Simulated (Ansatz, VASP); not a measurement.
# One calculation of InP, two programs

```
In P
1.0
     0.00000    2.76883    2.76883
     2.76883    0.00000    2.76883
     2.76883    2.76883    0.00000
In P
1 1
Direct
  0.00000 0.00000 0.00000
  0.50000 0.50000 0.50000
```

Alike in both runs: task relaxation of cell and atoms; functional BLYP; dispersion D4; k mesh 8 × 8 × 8; occupations fermi-dirac, width 0.05 eV; no spin polarisation.

|  | VASP | Ansatz |
| --- | --- | --- |
| version | VASP 6.6.1 | Ansatz 0.2.0 |
| potentials or method | VASP PAW PBE potentials, release 64 (In_d, P) | Ansatz PAW |
| plane-wave cutoff (eV) | 600 | 420 |
| valence electrons in the cell | 18 | 18 |

```csv
,VASP,Ansatz,Ansatz less VASP
"gap on the k mesh at the Fermi level, each at its own relaxed structure (eV)",none,none,-
relaxed volume (Å³/atom),21.13,21.10,-0.032
relaxed cell length with the largest relative difference (Å),3.910,3.908,-0.0020
```

VASP's potentials were made for PBE, not for BLYP. A gap of «none» marks a metal or a gap that the smearing closes.

Noted on Ansatz's run: the plane-wave basis is chosen anew once the cell has moved, so the energies of steps on either side of that aren't comparable.
